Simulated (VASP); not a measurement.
# TaSi2 (C222) in VASP: single point with PBEsol

Aim: the single point of TaSi2 with PBEsol.

Program: VASP 6.6.1. These are calculated values, not measurements. Logs are shortened: lines on timing, memory, paths and dates and some standing lists are left out, and cuts for length are marked.

**1. The cell of the first run**

Symmetry: C222, No. 21, orthorhombic system. The conventional cell has a = 4.618 Å, b = 8.246 Å, c = 6.556 Å, α = 90.00°, β = 90.00°, γ = 90.00°. Ta (site symmetry 222) has 10 Si at 2.58 to 2.81 Å and 4 Ta at 3.22 Å within 3.4 Å. Ta (site symmetry 2) has 10 Si at 2.58 to 2.75 Å and 4 Ta at 3.18 to 3.22 Å within 3.4 Å. Within 3.3 Å of Si (site symmetry 2) lie 9 Si at 2.53 to 3.30 Å and 5 Ta at 2.58 to 2.81 Å. Within 3.3 Å of Si (site symmetry 1) lie 9 Si at 2.53 to 3.30 Å and 5 Ta at 2.58 to 2.75 Å.

**2. Single point, PBEsol (strain -0.0300 x Voigt [1, 0, 0, 0, 0, 0])**

Contents of INCAR:

```
PREC     = Accurate       # precision mode
ENCUT    = 520            # plane-wave cutoff, eV
EDIFF    = 1E-6           # SCF threshold, eV
ISMEAR   = 0              # smearing method
SIGMA    = 0.15           # smearing width, eV
LREAL    = False          # projectors in reciprocal space
LASPH    = True           # aspherical terms in the spheres
NELM     = 100            # most SCF steps
ALGO     = Normal         # electronic algorithm
ISIF     = 2              # what is computed and relaxed
LWAVE    = False          # write WAVECAR
LCHARG   = False          # write CHGCAR
GGA      = PS             # functional
NBANDS   = 38             # bands
```

Contents of KPOINTS:

```
Automatic mesh
0
Gamma
  12 12 6
```

Contents of POSCAR:

```
TaSi2
1.0
    4.6181605344      0.0000000000      0.0000000000
   -2.3090802672      4.1231384964      0.0000000000
    0.0000000000      0.0000000000      6.5561430355
Ta Si
3 6
Direct
    0.5000000000      0.0000000000      0.0000000000
    0.5000000000      0.5000000000      0.6666666667
    0.0000000000      0.5000000000      0.3333333333
    0.1592827538      0.3185655076      0.0000000000
    0.8407172462      0.1592827538      0.6666666667
    0.6814344924      0.8407172462      0.3333333333
    0.8407172462      0.6814344924      0.0000000000
    0.1592827538      0.8407172462      0.6666666667
    0.3185655076      0.1592827538      0.3333333333
```

Potentials or basis: VASP PAW PBE potentials, release 64 (Ta_pv, Si).

On the command line:

```sh
cat potpaw_PBE.64/Ta_pv/POTCAR potpaw_PBE.64/Si/POTCAR > POTCAR
mpirun -np 1 vasp_std > vasp.out
```

OUTCAR:

```text
PREC = Accurate
   ENCUT = 520
   EDIFF = 1E-6
   ISMEAR = 0
   LREAL = False
   LASPH = True
   NELM = 100
   ISIF = 2
   GGA = PS

 ion  position               nearest neighbor table
   1  0.500  0.000  0.000-   5 2.58   6 2.58   8 2.58   9 2.58   7 2.66   4 2.66   4 2.66   7 2.66
                             4 2.81   7 2.81   2 3.22   2 3.22   3 3.22   3 3.22
   2  0.500  0.500  0.667-   4 2.58   7 2.58   6 2.60   9 2.60   8 2.66   5 2.66   8 2.72   5 2.72
                             8 2.75   5 2.75   3 3.18   3 3.18   1 3.22   1 3.22
   3  0.000  0.500  0.333-   4 2.58   7 2.58   5 2.60   8 2.60   6 2.66   9 2.66   9 2.72   6 2.72
                             6 2.75   9 2.75   2 3.18   2 3.18   1 3.22   1 3.22
   4  0.159  0.319  0.000-   5 2.53   9 2.53   3 2.58   2 2.58   7 2.63   1 2.66   1 2.66   7 2.75
                             7 2.75   1 2.81   8 3.14   6 3.14
   5  0.841  0.159  0.667-   4 2.53   6 2.55   8 2.57   1 2.58   3 2.60   2 2.66   2 2.72   8 2.75
                             2 2.75   8 2.81   9 3.11   7 3.14
   6  0.681  0.841  0.333-   7 2.53   5 2.55   9 2.57   1 2.58   2 2.60   3 2.66   3 2.72   9 2.75
                             3 2.75   9 2.81   8 3.11   4 3.14
   7  0.841  0.681  0.000-   6 2.53   8 2.53   3 2.58   2 2.58   4 2.63   1 2.66   1 2.66   4 2.75
                             4 2.75   1 2.81   5 3.14   9 3.14
   8  0.159  0.841  0.667-   7 2.53   9 2.55   5 2.57   1 2.58   3 2.60   2 2.66   2 2.72   5 2.75
                             2 2.75   5 2.81   6 3.11   4 3.14
   9  0.319  0.159  0.333-   4 2.53   8 2.55   6 2.57   1 2.58   2 2.60   3 2.66   3 2.72   6 2.75
                             3 2.75   6 2.81   5 3.11   7 3.14

  LATTYP: Found a base centered orthorhombic cell.
 ALAT       =     4.6181605344
 B/A-ratio  =     1.7856193892
 C/A-ratio  =     1.4196438142

  Lattice vectors:

 A1 = (   2.3090802672,  -4.1231384964,   0.0000000000)
 A2 = (   2.3090802672,   4.1231384964,   0.0000000000)
 A3 = (   0.0000000000,   0.0000000000,   6.5561430355)

Analysis of symmetry for initial positions (statically):
=====================================================================
 Subroutine PRICEL returns:
 Original cell was already a primitive cell.

 Routine SETGRP: Setting up the symmetry group for a
 base centered orthorhombic supercell.

 Subroutine GETGRP returns: Found  4 space group operations
 (whereof  4 operations were pure point group operations)
 out of a pool of  8 trial point group operations.

The static configuration has the point symmetry D_2 .

Analysis of symmetry for dynamics (positions and initial velocities):
=====================================================================
[... 136 lines left out ...]
   NUPDOWN=      -1.0000    fix difference up-down
   EMIN   =  10.00;   EMAX   =-10.00  energy-range for DOS
   EFERMI =   0.00;   METHOD = LEGACY
   ISMEAR =     0;   SIGMA  =   0.15  broadening in eV -4-tet -1-fermi 0-gaus
   EFERMI_NEDOS =   21; number of points for ismear=-14 and -15
   IALGO  =     38    algorithm
   IMIX   =      4    mixing-type and parameters
     AMIX     =   0.40;   BMIX     =  1.00
     AMIX_MAG =   1.60;   BMIX_MAG =  1.00
  volume/ion in A,a.u.               =      13.87        93.61
  Fermi-wavevector in a.u.,A,eV,Ry     =   1.260621  2.382229 21.621919  1.589166
  Thomas-Fermi vector in A             =   2.394122
   LORBIT       =      0    0 simple, 1 ext, 2 COOP (PROOUT), +10 PAW based schemes
   GGA     = PS    functional components
   LHFCALC =     F    Hartree Fock is set to
   AEXX    =    0.0000 exact exchange contribution
   IVDW    =     0    specifies the selected vdW correction
   LEPSILON=     F    determine dielectric tensor
   LRPA    =     F    only Hartree local field effects (RPA)
 non-spin polarized calculation
 Gauss-broadening in eV      SIGMA  =   0.15
  energy-cutoff  :      520.00
  volume of cell :      124.84
 maximum number of plane-waves:      3392
 NGX is ok and might be reduce to    36
   NGX = 17   NGY = 17   NGZ = 25

 number of electron      57.0000000 magnetization

 Free energy of the ion-electron system (eV)
  ---------------------------------------------------
  ext. energy  EPLUGINS =         0.00000000
  ---------------------------------------------------
  free energy    TOTEN  =       -77.20575317 eV

  energy without entropy =      -77.16487398  energy(sigma->0) =      -77.18531358

 E-fermi :   9.7416     XC(G=0): -12.3446

 val. band max:        9.7328616942   @ k =   0.3333   0.3333   0.3333
 cond. band min:       9.7447797562   @ k =   0.1667   0.0833   0.3333
 fundamental gap:      0.0119180621
 Fermi energy:         9.7416431648

 k-point     1 :       0.0000    0.0000    0.0000
  band No.  band energies     occupation
      1     -24.4913      2.00000
      2     -24.4636      2.00000
      3     -24.4557      2.00000
      4     -24.4001      2.00000
      5     -24.3789      2.00000
      6     -24.2845      2.00000
[... 973 lines left out ...]
     37      13.3922      0.00000
     38      13.8448      0.00000

 [... further k-points ...]

------------------------ aborting loop because EDIFF is reached ----------------------------------------

  FORCE on cell =-STRESS in cart. coord.  units (eV):
  Direction    XX          YY          ZZ          XY          YZ          ZX
  --------------------------------------------------------------------------------------
  -------------------------------------------------------------------------------------
  Total       10.4240801      2.2237737      2.8441263      0.0000000      0.0000000      0.0000000
  in kB      133.7836229     28.5401199     36.5017838      0.0000000      0.0000000      0.0000000
  external PRESSURE =      66.2751755 kB  Pullay stress =       0.0000000 kB

 VOLUME and BASIS-vectors are now :
 -----------------------------------------------------------------------------
  energy-cutoff  :      520.00
  volume of cell :      124.84
      direct lattice vectors                 reciprocal lattice vectors
     4.618160534  0.000000000  0.000000000     0.216536431  0.121266846  0.000000000
    -2.309080267  4.123138496  0.000000000     0.000000000  0.242533691  0.000000000
     0.000000000  0.000000000  6.556143035     0.000000000  0.000000000  0.152528704

 POSITION                                       TOTAL-FORCE (eV/Angst)
 -----------------------------------------------------------------------------------
      2.30908      0.00000      0.00000        -0.000000     -0.000000     -0.000000
      1.15454      2.06157      4.37076        -0.000000     -0.000000     -0.129376
     -1.15454      2.06157      2.18538        -0.000000     -0.000000      0.129376
      0.00000      1.31349      0.00000        -0.000000      0.055990     -0.000000
      3.51477      0.65674      4.37076        -0.105921     -0.034736     -0.076267
      1.20569      3.46639      2.18538        -0.105921      0.034736      0.076267
      2.30908      2.80965      0.00000        -0.000000     -0.055990     -0.000000
     -1.20569      3.46639      4.37076         0.105921      0.034736     -0.076267
      1.10339      0.65674      2.18538         0.105921     -0.034736      0.076267
 -----------------------------------------------------------------------------------
    total drift:                                0.000000      0.000000     -0.000000

  FREE ENERGIE OF THE ION-ELECTRON SYSTEM (eV)
  ---------------------------------------------------
  free  energy   TOTEN  =       -77.2057531715 eV

  energy  without entropy=      -77.1648739786  energy(sigma->0) =      -77.18531358
```

OSZICAR:

```text
N       E                     dE             d eps       ncg     rms          rms(c)
DAV:   1     0.385644813383E+03    0.38564E+03   -0.28193E+04 13072   0.142E+03
DAV:   2    -0.594950233535E+02   -0.44514E+03   -0.43315E+03 14862   0.367E+02
DAV:   3    -0.790506332740E+02   -0.19556E+02   -0.19117E+02 16706   0.674E+01
DAV:   4    -0.793948276480E+02   -0.34419E+00   -0.34220E+00 16568   0.881E+00
DAV:   5    -0.793993506286E+02   -0.45230E-02   -0.45199E-02 16182   0.109E+00    0.346E+01
DAV:   6    -0.775040566569E+02    0.18953E+01   -0.64502E+00 16574   0.121E+01    0.163E+01
DAV:   7    -0.772313773826E+02    0.27268E+00   -0.53116E-01 16378   0.381E+00    0.419E+00
DAV:   8    -0.772072384374E+02    0.24139E-01   -0.48159E-02 16646   0.141E+00    0.473E-01
DAV:   9    -0.772061548729E+02    0.10836E-02   -0.88001E-03 16776   0.722E-01    0.335E-01
DAV:  10    -0.772057523385E+02    0.40253E-03   -0.14502E-03 16730   0.264E-01    0.132E-01
DAV:  11    -0.772057652803E+02   -0.12942E-04   -0.16548E-04 16800   0.717E-02    0.393E-02
DAV:  12    -0.772057560381E+02    0.92422E-05   -0.26335E-05 16846   0.374E-02    0.108E-02
DAV:  13    -0.772057533768E+02    0.26613E-05   -0.45022E-06 14506   0.134E-02    0.220E-03
DAV:  14    -0.772057531715E+02    0.20535E-06   -0.31114E-07  9554   0.310E-03
   1 F= -.77205753E+02 E0= -.77185314E+02  d E =-.408792E-01
```

Run time: 7.8 min. Hardware: 1 thread of Intel Xeon Platinum 8559C (Emerald Rapids), shared host; peak memory 0.69 GiB.

Results:

| Quantity | Value |
| --- | --- |
| Free energy | -77.2058 eV |
| Pressure | 6.6 GPa |
| Largest force | 0.135 eV/Å |
| Band gap on the k mesh | zero (an odd number of electrons rules out a gap without spin polarisation) |

Forces on the atoms (eV/Å):
```
Ta   0.000  0.000  0.000
Ta   0.000  0.000 -0.129
Ta   0.000  0.000  0.129
Si   0.000  0.056  0.000
Si  -0.106 -0.035 -0.076
Si  -0.106  0.035  0.076
Si   0.000 -0.056  0.000
Si   0.106  0.035 -0.076
Si   0.106 -0.035  0.076
```

Levels at points of the mesh, in eV from the Fermi level:
| k point | band 26 | band 27 | band 28 | band 29 | band 30 | band 31 | band 32 | band 33 |
| --- | --- | --- | --- | --- | --- | --- | --- | --- |
| (0.00, 0.00, 0.00) | -2.29 | -2.26 | -2.11 | -1.40 | 0.65 | 3.05 | 3.16 | 3.63 |
| (0.50, 0.00, 0.00) | -1.07 | -0.85 | -0.18 | 0.02 | 0.91 | 1.27 | 1.85 | 2.05 |
| (0.00, 0.50, 0.00) | -1.21 | -0.87 | -0.19 | -0.09 | 0.80 | 1.27 | 1.59 | 1.94 |
| (0.00, 0.00, 0.50) | -1.88 | -1.77 | -1.59 | 0.99 | 1.03 | 2.67 | 2.96 | 3.46 |
| (0.50, 0.00, 0.50) | -2.14 | -1.88 | -0.66 | -0.08 | 1.63 | 2.16 | 2.72 | 2.80 |
| (0.00, 0.50, 0.50) | -2.05 | -1.82 | -0.84 | -0.22 | 1.61 | 2.01 | 2.54 | 2.56 |

Caveat: the cell differs from its parent crystal (strain -0.0300 x Voigt [1, 0, 0, 0, 0, 0]); the cell stands under pressure; the PAW data sets were made with another functional, which shifts forces and pressure a little; spin-orbit coupling is left out, which moves the levels of the heavy elements.
